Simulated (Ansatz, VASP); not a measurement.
## Two plane-wave programs on HfO2

```
Hf O
1.0
     5.28815    0.00000    0.00000
     0.00000    5.07062    0.00000
     0.00000    0.00000    5.09891
Hf O
4 8
Direct
  0.96699 0.73252 0.74144
  0.53301 0.73252 0.24144
  0.46699 0.26748 0.74144
  0.03301 0.26748 0.24144
  0.63213 0.92865 0.87927
  0.86787 0.92865 0.37927
  0.23395 0.53988 0.49229
  0.26605 0.53988 0.99229
  0.76605 0.46012 0.99229
  0.73395 0.46012 0.49229
  0.13213 0.07135 0.87927
  0.36787 0.07135 0.37927
```

Alike in both runs: task single point; functional SVWN5; k mesh 5 × 6 × 5; occupations fermi-dirac, width 0.05 eV; no spin polarisation.

|  | VASP | Ansatz |
| --- | --- | --- |
| version | VASP 6.6.1 | Ansatz 0.2.0 |
| potentials or method | VASP PAW PBE potentials, release 64 (Hf_pv, O) | Ansatz PAW |
| plane-wave cutoff (eV) | 520 | 420 |
| valence electrons in the cell | 88 | 152 |

VASP gave:

| Quantity | Value |
| --- | --- |
| gap on the k mesh at the Fermi level (eV) | 4.12 |
| least direct gap on the mesh (eV) | 4.34 |
| pressure (GPa) | -17.0 |
| traceless stress, the component that is largest in VASP (GPa) | 0.46 |
| rms of the force components (eV/Å) | 0.098 |

Question: What did Ansatz give for the same quantities?

Answer: gap on the k mesh at the Fermi level (eV): 4.16; least direct gap on the mesh (eV): 4.38; pressure (GPa): -14.3; traceless stress, the component that is largest in VASP (GPa): 0.40; rms of the force components (eV/Å): 0.082.

VASP's potentials were made for PBE, not for SVWN5. Atom by atom the forces differ by 0.024 eV/Å (rms over components). VASP's potentials hold 88 valence electrons a cell and Ansatz's 152, so a difference there can come from the potentials and not from the codes.

Neither program's run includes spin-orbit coupling. Noted on Ansatz's run: Pulay correction over one GPa; odd divisions of the mesh miss points on the zone boundary, where band edges often lie, so the gap on the mesh can be too wide.
